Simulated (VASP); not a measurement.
Set up this calculation in VASP 6.6.1, as the native input.

* Task: single point
* Functional: PBEsol
* Potentials or basis: VASP PAW PBE potentials, release 64 (C, H)
* Cutoff: 520 eV
* k mesh: 11 × 8 × 1
* Occupations: gaussian, width 0.05 eV
* Spin: collinear spin
* Starting moments: [0.0, 0.0, 0.0, 0.0, 0.0, 0.0, 0.0, 0.0, 0.0, 0.0, 0.0, 0.0, 1.0, 0.0] μB
* Dipole correction: yes
* Further INCAR settings: ALGO = Normal; EDIFF = 1e-06; NBANDS = 44

The structure of HC13 lies in POSCAR:

```
HC13
1.0
    2.5129226041      0.0000000000      0.0000000000
    0.0000000000      3.5538092279      0.0000000000
    0.0000000000      0.0000000000     26.3823065103
C H
13 1
Direct
    0.5000000000      0.0000000000      0.3221856283
    0.0000000000      0.2500000000      0.3221856283
    0.0000000000      0.5000000000      0.3698107782
    0.5000000000      0.7500000000      0.3698107782
    0.5000000000      0.0000000000      0.4174359281
    0.0000000000      0.2500000000      0.4174359281
    0.0000000000      0.5008672796      0.4651443537
    0.5000000000      0.7493180634      0.4648483201
    0.5000000000      0.0058896810      0.5123296250
    0.0000000000      0.2426393055      0.5127941462
    0.0000000000      0.4888534054      0.5583353555
    0.5000000000      0.7424083597      0.5552336524
    0.5000000000      0.5290643160      0.6021699599
    0.5000000000      0.6317391090      0.6416445212
```

The input as run:

INCAR

```
PREC = Accurate
ENCUT = 520
EDIFF = 1E-6
ISMEAR = 0
SIGMA = 0.05
LREAL = False
LASPH = True
NELM = 150
ALGO = Normal
ISIF = 2
LWAVE = False
LCHARG = False
ISPIN = 2
MAGMOM = 0 0 0 0 0 0 0 0 0 0 0 0 1 0
LORBIT = 11
LDIPOL = True
IDIPOL = 3
DIPOL = 0.5 0.5 0.467
GGA = PS
NBANDS = 44
```

KPOINTS

```
Automatic mesh
0
Gamma
  11 8 1
```

Potentials or basis: VASP PAW PBE potentials, release 64 (C, H).

The run is started by

```console
$ cat potpaw_PBE.64/C/POTCAR potpaw_PBE.64/H/POTCAR > POTCAR
$ mpirun -np 1 vasp_std > vasp.out
```

It gave:

| Property | Result |
| --- | --- |
| Largest force | 4.463 eV/Å |
| Net moment | 0.00 μB per cell |
| Valence electrons inside the program's atomic spheres | C 2.41, 2.55, 2.58, 2.57, 2.62, 2.61, 2.48, 2.44; H 0.66 |

Caveat: the PAW data sets were made with another functional, which shifts forces and pressure a little.

Run time: 56 min on 1 thread of Intel(R) Xeon(R) Platinum 8175M CPU @ 2.50GHz (Skylake/Cascade Lake), on a shared host, peak memory 0.68 GiB.
